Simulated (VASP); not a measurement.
Set up this calculation in VASP 6.6.1, as the native input.

* Task: single point
* Functional: PBE
* Potentials or basis: VASP PAW PBE potentials, release 64 (Co, Pt, O)
* Cutoff: 520 eV
* k mesh: 18 × 18 × 18
* Occupations: gaussian, width 0.15 eV
* Spin: no spin polarisation
* Dipole correction: no
* Further INCAR settings: ALGO = Normal; EDIFF = 1e-07; NBANDS = 24

The structure of CoPtO2 lies in POSCAR:

```
CoPtO2
1.0
    1.4059840539      0.8117452720      5.9610846606
   -1.4059840539      0.8117452720      5.9610846606
    0.0000000000     -1.6234905440      5.9610846606
Co Pt O
1 1 2
Direct
    0.5000000000      0.5000000000      0.5000000000
    0.0000000000      0.0000000000      0.0000000000
    0.8876528272      0.8876528272      0.8876528272
    0.1123471728      0.1123471728      0.1123471728
```

This cell differs from its parent crystal: strain -0.015 along x and y, +0.000 along z.

The input as run:

INCAR

```
SYSTEM = CoPtO2
PREC = Accurate
ENCUT = 520
EDIFF = 1E-7
ISMEAR = 0
SIGMA = 0.15
LREAL = .FALSE.
LASPH = .TRUE.
NELM = 60
ALGO = Normal
ISIF = 2
LWAVE = .FALSE.
LCHARG = .FALSE.
GGA = PE
NBANDS = 24
```

KPOINTS

```
regular mesh
0
G
  18 18 18
  0 0 0
```

Potentials or basis: VASP PAW PBE potentials, release 64 (Co, Pt, O).

The run is started by

```console
$ cat potpaw_PBE.64/Co/POTCAR potpaw_PBE.64/Pt/POTCAR potpaw_PBE.64/O/POTCAR > POTCAR
$ mpirun -np 1 vasp_std > vasp.out
```

Results of the run:

```
Pressure               : 7.2 GPa
Largest force          : 0.260 eV/Å
Band gap on the k mesh : zero (an odd number of electrons rules out a gap without spin polarisation)
```

Caveat: the cell differs from its parent crystal (strain -0.015 along x and y, +0.000 along z); the cell stands under pressure; spin-orbit coupling is left out, which moves the levels of the heavy elements; an odd number of electrons without spin polarisation forces a metal; a magnetic or distorted state may lie lower; the run has no spin polarisation, though such a crystal can be magnetic; semilocal functionals often make such compounds metallic where correlation or magnetic order opens a gap, which also shifts bond lengths.

It took 32 min on 1 thread of AMD EPYC 9R45 96-Core Processor (Zen 5), on a shared host, peak memory 0.76 GiB.
